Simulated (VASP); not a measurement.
# Ga (C2/c) in VASP: a series of runs

The runs below take Ga through electric field gradients, with PBE.

Program: VASP 6.6.1. These are calculated values, not measurements. Logs are shortened: lines on timing, memory, paths and dates and some standing lists are left out, and cuts for length are marked.

## 1. The cell of the first run

The structure is monoclinic, space group C2/c (No. 15). Conventional cell: a = 2.711 Å, b = 7.892 Å, c = 3.332 Å, α = 90.00°, β = 91.98°, γ = 90.00°. Within 3.5 Å of Ga (site symmetry 2) lie 10 Ga at 2.66 to 3.33 Å.

## 2. Electric field gradients, PBE (equal xx and yy strain of -2 %)

The input, INCAR:

```
PREC = Accurate ; ENCUT = 520
EDIFF = 1E-8 ; ISMEAR = -1
SIGMA = 0.03 ; LREAL = False
LASPH = True ; NELM = 80
ALGO = Normal ; ISIF = 2
LWAVE = False ; LCHARG = False
GGA = PE ; LEFG = True
NBANDS = 20
```

The input, KPOINTS:

```
regular mesh
0
Gamma
  14 14 11
```

The input, POSCAR:

```
Ga
1.0
    1.3553400000     -3.9459700000      0.0000000000
    1.3553400000      3.9459700000      0.0000000000
   -0.1151010000      0.0000000000      3.3299300000
Ga
2
Direct
    0.8690000000      0.1310000000      0.2500000000
    0.1310000000      0.8690000000      0.7500000000
```

Potentials or basis: VASP PAW PBE potentials, release 64 (Ga_d).

Run with:

```sh
$ cat potpaw_PBE.64/Ga_d/POTCAR > POTCAR
$ mpirun -np 1 vasp_std > vasp.out
```

OUTCAR:

```text
PREC = Accurate
   ENCUT = 520
   EDIFF = 1E-8
   ISMEAR = -1
   LREAL = False
   LASPH = True
   NELM = 80
   ISIF = 2
   GGA = PE

 ion  position               nearest neighbor table
   1  0.869  0.131  0.250-   2 2.66   2 2.66   2 2.83   2 2.83   2 2.88   2 2.88
   2  0.131  0.869  0.750-   1 2.66   1 2.66   1 2.83   1 2.83   1 2.88   1 2.88

  LATTYP: Found a base centered monoclinic cell.
 ALAT       =     2.7106800000
 B/A-ratio  =     2.9114244396
 C/A-ratio  =     1.2291818559
 COS(beta)  =    -0.0345449608

  Lattice vectors:

 A1 = (   1.3553400000,  -3.9459700000,   0.0000000000)
 A2 = (   1.3553400000,   3.9459700000,   0.0000000000)
 A3 = (  -0.1151010000,   0.0000000000,   3.3299300000)

Analysis of symmetry for initial positions (statically):
=====================================================================
 Subroutine PRICEL returns:
 Original cell was already a primitive cell.

 Routine SETGRP: Setting up the symmetry group for a
 base centered monoclinic supercell.

 Subroutine GETGRP returns: Found  4 space group operations
 (whereof  2 operations were pure point group operations)
 out of a pool of  4 trial point group operations.

The static configuration has the point symmetry S_2 .
 The point group associated with its full space group is C_2h.

Analysis of symmetry for dynamics (positions and initial velocities):
=====================================================================
 Subroutine PRICEL returns:
 Original cell was already a primitive cell.

 Routine SETGRP: Setting up the symmetry group for a
 base centered monoclinic supercell.

 Subroutine GETGRP returns: Found  4 space group operations
 (whereof  2 operations were pure point group operations)
 out of a pool of  4 trial point group operations.

The dynamic configuration has the point symmetry S_2 .
 The point group associated with its full space group is C_2h.

 Subroutine INISYM returns: Found  4 space group operations
 (whereof  2 operations are pure point group operations),
 and found     1 'primitive' translations

----------------------------------------------------------------------------------------

                                     Primitive cell

  volume of cell :      35.6178

  direct lattice vectors                    reciprocal lattice vectors
     1.355340000 -3.945970000  0.000000000     0.368911122 -0.126711556  0.012751631
     1.355340000  3.945970000  0.000000000     0.368911122  0.126711556  0.012751631
    -0.115101000  0.000000000  3.329930000     0.000000000  0.000000000  0.300306613

  length of vectors
     4.172244690  4.172244690  3.331918673     0.390274056  0.390274056  0.300306613

  position of ions in fractional coordinates (direct lattice)
     0.869000000  0.131000000  0.250000000
     0.131000000  0.869000000  0.750000000

  ion indices of the primitive-cell ions
   primitive index   ion index
                 1           1
                 2           2

----------------------------------------------------------------------------------------

 KPOINTS: regular mesh

Automatic generation of k-mesh.
 Grid dimensions read from file:
 generate k-points for:   14   14   11

 Generating k-lattice:

  Cartesian coordinates                     Fractional coordinates (reciprocal lattice)
     0.026350794 -0.009050825  0.000910831     0.071428571  0.000000000  0.000000000
     0.026350794  0.009050825  0.000910831     0.000000000  0.071428571  0.000000000
     0.000000000  0.000000000  0.027300601     0.000000000  0.000000000  0.090909091

  Length of vectors
     0.027876718  0.027876718  0.027300601

  Shift w.r.t. Gamma in fractional coordinates (k-lattice)
     0.000000000  0.000000000  0.000000000

 Subroutine IBZKPT returns following result:
 ===========================================

 Found    582 irreducible k-points:

 Following reciprocal coordinates:
            Coordinates               Weight
  0.000000  0.000000  0.000000      1.000000
  0.071429  0.000000  0.000000      4.000000
  0.142857  0.000000  0.000000      4.000000
  0.214286  0.000000  0.000000      4.000000
  0.285714  0.000000  0.000000      4.000000
  0.357143  0.000000 -0.000000      4.000000
[... 16 lines left out ...]
  0.214286  0.142857  0.000000      4.000000
  0.285714  0.142857  0.000000      4.000000
 [... further k-points ...]
   k-points           NKPTS =    582   k-points in BZ     NKDIM =    582   number of bands    NBANDS=     20
   number of dos      NEDOS =    301   number of ions     NIONS =      2
   total plane-waves  NPLWV =  28672
   dimension x,y,z NGX =    32 NGY =   32 NGZ =   28
   dimension x,y,z NGXF=    64 NGYF=   64 NGZF=   56
   ions per type =               2
   NGX,Y,Z   is equivalent  to a cutoff of  12.75, 12.75, 13.97 a.u.
   NGXF,Y,Z  is equivalent  to a cutoff of  25.50, 25.50, 27.94 a.u.
 SYSTEM =  unknown system
   PREC   = accura    normal or accurate (medium, high low for compatibility)
   ISTART =      0    job   : 0-new  1-cont  2-samecut
   ICHARG =      2    charge: 1-file 2-atom 10-const
   ISPIN  =      1    spin polarized calculation?
   LNONCOLLINEAR =      F non collinear calculations
   LSORBIT =      F    spin-orbit coupling
   LASPH  =      T    aspherical Exc in radial PAW
   ENCUT  =  520.0 eV  38.22 Ry    6.18 a.u.   7.76  7.76  6.20*2*pi/ulx,y,z
   NELM   =     80;   NELMIN=  2; NELMDL= -5     # of ELM steps
   EDIFF  = 0.1E-07   stopping-criterion for ELM
   LREAL  =      F    real-space projection
   EDIFFG = 0.1E-06   stopping-criterion for IOM
   NSW    =      0    number of steps for IOM
   IBRION =     -1    ionic relax: 0-MD 1-quasi-New 2-CG
   NFREE  =      0    steps in history (QN), initial steepest desc. (CG)
   ISIF   =      2    stress and relaxation
   ISYM   =      2    0-nonsym 1-usesym 2-fastsym
   POTIM  = 0.5000    time-step for ionic-motion
   TEBEG  =    0.0;   TEEND  =   0.0 temperature during run
   PSTRESS=    0.0 pullay stress
   NELECT =      26.0000    total number of electrons
   NUPDOWN=      -1.0000    fix difference up-down
   EMIN   =  10.00;   EMAX   =-10.00  energy-range for DOS
   EFERMI =   0.00;   METHOD = LEGACY
   ISMEAR =    -1;   SIGMA  =   0.03  broadening in eV -4-tet -1-fermi 0-gaus
   EFERMI_NEDOS =   21; number of points for ismear=-14 and -15
   IALGO  =     38    algorithm
   IMIX   =      4    mixing-type and parameters
     AMIX     =   0.40;   BMIX     =  1.00
     AMIX_MAG =   1.60;   BMIX_MAG =  1.00
  volume/ion in A,a.u.               =      17.81       120.18
  Fermi-wavevector in a.u.,A,eV,Ry     =   1.474043  2.785538 29.562788  2.172804
  Thomas-Fermi vector in A             =   2.588863
   LORBIT       =      0    0 simple, 1 ext, 2 COOP (PROOUT), +10 PAW based schemes
   GGA     = PE    functional components
   LHFCALC =     F    Hartree Fock is set to
   AEXX    =    0.0000 exact exchange contribution
   IVDW    =     0    specifies the selected vdW correction
   LEPSILON=     F    determine dielectric tensor
   LRPA    =     F    only Hartree local field effects (RPA)
 non-spin polarized calculation
  energy-cutoff  :      520.00
  volume of cell :       35.62
 maximum number of plane-waves:       975
   NGX = 15   NGY = 15   NGZ = 13

 number of electron      26.0000009 magnetization

 Free energy of the ion-electron system (eV)
  ---------------------------------------------------
  ext. energy  EPLUGINS =         0.00000000
  ---------------------------------------------------
  free energy    TOTEN  =        -5.73989431 eV

  energy without entropy =       -5.73803607  energy(sigma->0) =       -5.73896519

 E-fermi :   6.0474     XC(G=0): -11.2609

 val. band max:        6.0392543369   @ k =  -0.3571   0.2143   0.3636
 cond. band min:       6.0483584653   @ k =   0.5000   0.0714   0.3636
 fundamental gap:      0.0091041284
 Fermi energy:         6.0474185034

 k-point     1 :       0.0000    0.0000    0.0000
  band No.  band energies     occupation
      1      -9.1948      2.00000
      2      -9.1827      2.00000
      3      -9.1478      2.00000
      4      -9.1260      2.00000
      5      -8.8070      2.00000
      6      -8.8048      2.00000
[... 12 lines left out ...]
     19      17.0657      0.00000
     20      19.5782      0.00000

 k-point     2 :       0.0714    0.0000    0.0000
  band No.  band energies     occupation
      1      -9.1901      2.00000
      2      -9.1720      2.00000
      3      -9.1345      2.00000
      4      -9.1042      2.00000
      5      -8.8181      2.00000
      6      -8.8154      2.00000
[... 12 lines left out ...]
     19      17.1686      0.00000
     20      19.8953      0.00000

 k-point     3 :       0.1429    0.0000    0.0000
  band No.  band energies     occupation
      1      -9.1770      2.00000
      2      -9.1468      2.00000
      3      -9.0984      2.00000
      4      -9.0406      2.00000
      5      -8.8502      2.00000
      6      -8.8462      2.00000
[... 12 lines left out ...]
     19      17.2897      0.00000
     20      20.5568      0.00000

 k-point     4 :       0.2143    0.0000    0.0000
  band No.  band energies     occupation
      1      -9.1587      2.00000
      2      -9.1175      2.00000
      3      -9.0466      2.00000
      4      -8.9658      2.00000
      5      -8.8958      2.00000
      6      -8.8767      2.00000
[... 12 lines left out ...]
     19      17.4556      0.00000
     20      21.4025      0.00000

 k-point     5 :       0.2857    0.0000    0.0000
  band No.  band energies     occupation
      1      -9.1401      2.00000
      2      -9.0904      2.00000
      3      -9.0065      2.00000
      4      -8.9710      2.00000
      5      -8.9479      2.00000
      6      -8.8504      2.00000
[... 12 lines left out ...]
     19      17.6729      0.00000
     20      20.1775      0.00000
[... 353 lines left out ...]
      6      -8.8126      2.00000
[... 12 lines left out ...]
     19      17.5452      0.00000
     20      19.0942      0.00000

 k-point    22 :       0.1429    0.1429    0.0000
  band No.  band energies     occupation
      1      -9.1579      2.00000
      2      -9.1002      2.00000
      3      -9.0120      2.00000
      4      -8.9334      2.00000
      5      -8.9121      2.00000
      6      -8.8852      2.00000
[... 12 lines left out ...]
     19      18.5044      0.00000
     20      20.8775      0.00000

 k-point    23 :       0.2143    0.1429    0.0000
  band No.  band energies     occupation
      1      -9.1483      2.00000
      2      -9.0755      2.00000
      3      -9.0437      2.00000
      4      -8.9502      2.00000
      5      -8.9372      2.00000
      6      -8.9073      2.00000
[... 12 lines left out ...]
     19      18.5496      0.00000
     20      19.8455      0.00000

 k-point    24 :       0.2857    0.1429    0.0000
  band No.  band energies     occupation
      1      -9.1408      2.00000
      2      -9.0870      2.00000
      3      -9.0435      2.00000
      4      -8.9843      2.00000
      5      -8.9452      2.00000
      6      -8.9080      2.00000
[... 12 lines left out ...]
     19      17.6281      0.00000
     20      18.5127      0.00000

 [... further k-points ...]

------------------------ aborting loop because EDIFF is reached ----------------------------------------

  FORCE on cell =-STRESS in cart. coord.  units (eV):
  Direction    XX          YY          ZZ          XY          YZ          ZX
  --------------------------------------------------------------------------------------
  -------------------------------------------------------------------------------------
  Total        1.0997926      1.1644106      0.7611177      0.0000000      0.0000000      0.0348526
  in kB       49.4714053     52.3780816     34.2369670      0.0000000      0.0000000      1.5677568
  external PRESSURE =      45.3621513 kB  Pullay stress =       0.0000000 kB

 VOLUME and BASIS-vectors are now :
 -----------------------------------------------------------------------------
  energy-cutoff  :      520.00
  volume of cell :       35.62
      direct lattice vectors                 reciprocal lattice vectors
     1.355340000 -3.945970000  0.000000000     0.368911122 -0.126711556  0.012751631
     1.355340000  3.945970000  0.000000000     0.368911122  0.126711556  0.012751631
    -0.115101000  0.000000000  3.329930000     0.000000000  0.000000000  0.300306613

 POSITION                                       TOTAL-FORCE (eV/Angst)
 -----------------------------------------------------------------------------------
      1.32656     -2.91213      0.83248         0.000000      0.175776      0.000000
      1.26901      2.91213      2.49745        -0.000000     -0.175776     -0.000000
 -----------------------------------------------------------------------------------
    total drift:                                0.000000      0.000000     -0.000000

  FREE ENERGIE OF THE ION-ELECTRON SYSTEM (eV)
  ---------------------------------------------------
  free  energy   TOTEN  =        -5.7398943065 eV

  energy  without entropy=       -5.7380360656  energy(sigma->0) =       -5.73896519

 Electric field gradients (V/A^2)
---------------------------------------------------------------------
 ion       V_xx      V_yy      V_zz      V_xy      V_xz      V_yz
---------------------------------------------------------------------
   1      -9.311   -18.382    27.693     0.000    -2.964    -0.000
   2      -9.311   -18.382    27.693     0.000    -2.964    -0.000
---------------------------------------------------------------------

 Electric field gradients after diagonalization (V/A^2)
 (convention: |V_zz| > |V_xx| > |V_yy|)
----------------------------------------------------------------------
 ion       V_xx      V_yy      V_zz     asymmetry (V_yy - V_xx)/ V_zz
----------------------------------------------------------------------
   1     -18.382    -9.547    27.929       0.316
   2     -18.382    -9.547    27.929       0.316
----------------------------------------------------------------------

           NMR quadrupolar parameters

 Cq : quadrupolar parameter    Cq=e*Q*V_zz/h
 eta: asymmetry parameters     (V_yy - V_xx)/ V_zz
 Q  : nuclear electric quadrupole moment in mb (millibarn)
----------------------------------------------------------------------
 ion       Cq(MHz)       eta       Q (mb)
----------------------------------------------------------------------
   1       0.068       0.316       1.000
   2       0.068       0.316       1.000
----------------------------------------------------------------------
```

It took 5.8 min on 1 thread of Intel Xeon Platinum 8488C (Sapphire Rapids), shared host; peak memory 0.43 GiB.

What came out:

```yaml
Free_energy: -5.7399 eV
Pressure: 4.5 GPa
Largest_force: 0.176 eV/Å
Band_gap_on_the_k_mesh: zero (band 13 reaches 10.09 eV, above the bottom of band 14 at 1.84 eV)
```

Forces on the atoms (eV/Å):
```
Ga   0.000  0.176  0.000
Ga   0.000 -0.176  0.000
```

Electric field gradients, principal values (V/Å²):
| atom | least | middle | greatest (by size) |
| --- | --- | --- | --- |
| 1 Ga | -9.547 | -18.382 | 27.929 |
| 2 Ga | -9.547 | -18.382 | 27.929 |

Caveat: the cell differs from its parent crystal (equal xx and yy strain of -2 %); without QUAD_EFG the Cq values of the log hold for a quadrupole moment of 1 mb, not for the nuclei.

(Continued in part 2 of 2.)
